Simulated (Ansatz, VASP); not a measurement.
**LiNbO3 in VASP and in Ansatz**

```
CELL_PARAMETERS angstrom
2.59404 1.49767 4.45086
-2.59404 1.49767 4.45086
0.00000 -2.99534 4.45086
ATOMIC_POSITIONS crystal
Li 0.28159 0.28159 0.28159
Li 0.78159 0.78159 0.78159
Nb 0.00049 0.00049 0.00049
Nb 0.50049 0.50049 0.50049
O 0.11046 0.35803 0.72110
O 0.72110 0.11046 0.35803
O 0.35803 0.72110 0.11046
O 0.22110 0.85803 0.61046
O 0.85803 0.61046 0.22110
O 0.61046 0.22110 0.85803
```

Alike in both runs: task single point; functional PBE; k mesh 6 × 6 × 6; occupations gaussian, width 0.05 eV; no spin polarisation.

|  | VASP | Ansatz |
| --- | --- | --- |
| version | VASP 6.6.1 | Ansatz 0.2.0 |
| potentials or method | VASP PAW PBE potentials, release 64 (Li_sv, Nb_sv, O), cutoff 520 eV | scalar-relativistic, plane waves, PAW |
| valence electrons in the cell | 68 | 68 |

|  | VASP | Ansatz | Ansatz less VASP |
| --- | --- | --- | --- |
| gap on the k mesh at the Fermi level (eV) | 3.72 | 3.74 | +0.017 |
| least direct gap on the mesh (eV) | 3.80 | 3.81 | +0.014 |
| rms of the force components (eV/Å) | 0.247 | 0.243 | -0.0040 |

Atom by atom the forces differ by 0.014 eV/Å (rms over components). With one functional, cell and mesh, what is left measures potentials, basis and numerics.

Noted on VASP's run: the cutoff is under 1.25 times that of the potentials, so the pressure is a little rough.
